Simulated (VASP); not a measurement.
Lu2AsP:

```
P Lu As
1.0
     4.41501    0.00000    0.00000
     0.00000    4.41501    0.00000
     0.00000    0.00000    6.24377
P Lu As
1 2 1
Direct
  0.00000 0.00000 0.00000
  0.00000 0.00000 0.50000
  0.50000 0.50000 0.00000
  0.50000 0.50000 0.50000
```

```yaml
Program: VASP 6.6.1
Task: relaxation of cell and atoms
Functional: PBE
Potentials_or_basis: VASP PAW PBE potentials, release 64 (P, Lu, As)
Cutoff: 600 eV
k_mesh: 6 × 6 × 4
Occupations: fermi-dirac, width 0.02 eV
Spin: no spin polarisation
```

At the start: pressure -14.2 GPa; volume 30.43 Å³/atom.

Question: Where does the relaxation end?

Answer: Over 7 steps the energy falls by 473.7 meV/atom and the volume is 22.19 Å³/atom (-27.1 %); space group P4/mmm (No. 123, to 0.1 Å) before and after.

Step by step:
```csv
step,energy change (eV),largest force (eV/Å),pressure (GPa),volume (Å³)
1,0.0000,0.0000,-14.21,121.71
2,-1.6398,0.0000,10.91,80.08
3,-1.8947,0.0000,-0.14,88.82
4,-1.8941,0.0000,0.49,88.23
5,-1.8945,0.0000,-0.32,89.05
6,-1.8948,0.0000,0.07,88.71
7,-1.8948,0.0000,0.00,88.77
```

Final structure:
```xyz
4
Lattice="3.9735 0.0000 0.0000 0.0000 3.9735 0.0000 0.0000 0.0000 5.6226" Properties=species:S:1:pos:R:3 pbc="T T T"
P     0.0000    0.0000    0.0000
Lu    3.9735    0.0000    2.8113
Lu    1.9867    1.9867    0.0000
As    1.9867    1.9867    2.8113
```

Caveat: the volume moved by over 15 % at a fixed basis, so the end points are rough.
